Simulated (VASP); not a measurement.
Zr, 2 atoms in the cell. Symmetry: P6_3/mmc, No. 194, hexagonal system. Conventional cell: a = 3.144 Å, b = 3.144 Å, c = 5.093 Å, α = 90.00°, β = 90.00°, γ = 120.00°. Zr (site symmetry -6m2) has 12 Zr at 3.13 to 3.14 Å within 4.1 Å. 

```yaml
Program: VASP 6.6.1
Task: single point
Functional: LDA
Potentials_or_basis: VASP PAW LDA potentials, release 64 (Zr_sv)
Cutoff: 520 eV
k_mesh: 16 × 16 × 9
Occupations: fermi-dirac, width 0.1 eV
Spin: no spin polarisation
Dipole_correction: no
Further_INCAR_settings: ALGO = Normal; EDIFF = 1e-06; NBANDS = 19
```

Potentials or basis: VASP PAW LDA potentials, release 64 (Zr_sv).

Run with:

```sh
$ cat potpaw_LDA.64/Zr_sv/POTCAR > POTCAR
$ mpirun -np 1 vasp_std > vasp.out
```

Hardware: 1 thread of Intel(R) Xeon(R) 6975P-C (Granite Rapids), with other jobs on the host.

**Question.** How long does it take, and how much memory?

**Answer.** It took 28 s on 1 thread of Intel(R) Xeon(R) 6975P-C (Granite Rapids), with other jobs on the host, peak memory 0.21 GiB. Counts: scf iterations 12, k points 150.
